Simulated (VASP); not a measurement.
Wanted: the native input for a VASP 6.6.1 run.

| Quantity | Value |
| --- | --- |
| Task | single point |
| Functional | BLYP |
| Potentials or basis | VASP PAW PBE potentials, release 64 (P, B) |
| Cutoff | 520 eV |
| k mesh | 10 × 10 × 10 |
| Occupations | fermi-dirac, width 0.05 eV |
| Spin | no spin polarisation |
| Dipole correction | no |
| Further INCAR settings | ALGO = Normal; EDIFF = 1e-07; NBANDS = 11 |

The structure of BP lies in POSCAR:

```
BP
1.0
    0.0000000000      2.2980397078      2.2980397078
    2.2980397078      0.0000000000      2.2980397078
    2.2980397078      2.2980397078      0.0000000000
P B
1 1
Direct
    0.7500000000      0.7500000000      0.7500000000
    0.0000000000      0.0000000000      0.0000000000
```

The input as run:

INCAR

```
AGGAC = 1.0
AGGAX = 1.0
ALDAC = 0.0
ALDAX = 1.0
ALGO = Normal
EDIFF = 1E-7
ENCUT = 520
GGA = B5
ISIF = 2
ISMEAR = -1
LASPH = True
LCHARG = False
LREAL = False
LWAVE = False
NBANDS = 11
NELM = 100
PREC = Accurate
SIGMA = 0.05
```

KPOINTS

```
k-points
0
Gamma
  10 10 10
```

Potentials or basis: VASP PAW PBE potentials, release 64 (P, B).

Run with:

```console
$ cat potpaw_PBE.64/P/POTCAR potpaw_PBE.64/B/POTCAR > POTCAR
$ mpirun -np 1 vasp_std > vasp.out
```

It gave:

- Pressure: -0.2 GPa
- Band gap on the k mesh: 1.58 eV, indirect (least direct gap 3.52 eV)

Caveat: the PAW data sets were made with another functional, which shifts forces and pressure a little.

It took 31 s on 1 thread of AMD EPYC 7R43 64-Core Processor (Zen 3) (shared host), peak memory 0.09 GiB.
